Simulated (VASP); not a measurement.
Here is a VASP 6.6.1 calculation.

Contents of INCAR:

```
SYSTEM = SiC2
ALGO = Normal ; EDIFF = 1E-6
EDIFFG = -0.005 ; ENCUT = 600
GGA = PE ; IBRION = 2
ISIF = 3 ; ISMEAR = -1
LASPH = .True. ; LCHARG = .False.
LREAL = .False. ; LWAVE = .False.
NELM = 100 ; NSW = 80
PREC = Accurate ; SIGMA = 0.02
```

Contents of KPOINTS:

```
k-points
0
Gamma
  12 12 4
  0 0 0
```

The input POSCAR:

```
SiC2
1.0
    2.8631813438      0.0000000000      0.0000000000
   -1.4315906719      2.4795877794      0.0000000000
    0.0000000000      0.0000000000      7.0133333333
C Si
4 2
Direct
    0.6666666667      0.3333333333      0.5416666667
    0.3333333333      0.6666666667      0.2083333333
    0.3333333333      0.6666666667      0.4583333333
    0.6666666667      0.3333333333      0.7916666667
    0.0000000000      0.0000000000      0.8750000000
    0.0000000000      0.0000000000      0.1250000000
```

Potentials or basis: VASP PAW PBE potentials, release 64 (C, Si).

Launch:

```bash
$ cat potpaw_PBE.64/C/POTCAR potpaw_PBE.64/Si/POTCAR > POTCAR
$ mpirun -np 1 vasp_std > vasp.out
```

Problem. Estimate the relaxed cell.

Solution. a = 2.932 Å, b = 2.932 Å, c = 7.444 Å, α = 90.00°, β = 90.00°, γ = 120.00°.

Problem. Estimate the relaxed volume.

Solution. 9.24 Å³/atom.

Problem. What does it give for the space group after relaxing (to 0.1 Å)?

Solution. P-3m1 (No. 164).

The path:
```tsv
step	energy change (eV)	largest force (eV/Å)	pressure (GPa)	volume (Å³)
1	0.0000	17.2028	53.64	49.79
2	0.3287	1.7794	-4.97	72.19
3	0.1346	2.1475	-4.01	70.54
4	-0.1236	2.6889	-2.80	68.77
5	-2.5028	5.5496	5.78	58.83
6	-3.5983	5.9420	15.93	54.20
7	-3.5722	6.0302	25.77	51.97
8	-3.6638	5.9955	19.33	53.30
9	-4.7436	1.6335	-23.59	63.74
10	-5.2117	1.7755	-14.54	59.82
11	-5.4407	2.0034	1.14	55.70
12	-5.5168	0.9228	-4.78	56.96
13	-5.6039	0.5528	4.34	54.46
14	-5.6216	0.2480	1.34	55.17
15	-5.6270	0.1107	-0.27	55.44
16	-5.6270	0.0902	-0.11	55.41
17	-5.6276	0.0799	0.06	55.41
18	-5.6276	0.0565	0.04	55.41
19	-5.6278	0.0135	0.06	55.42
20	-5.6278	0.0104	0.05	55.42
21	-5.6278	0.0102	0.05	55.42
22	-5.6278	0.0060	-0.02	55.44
23	-5.6278	0.0019	-0.01	55.43
```
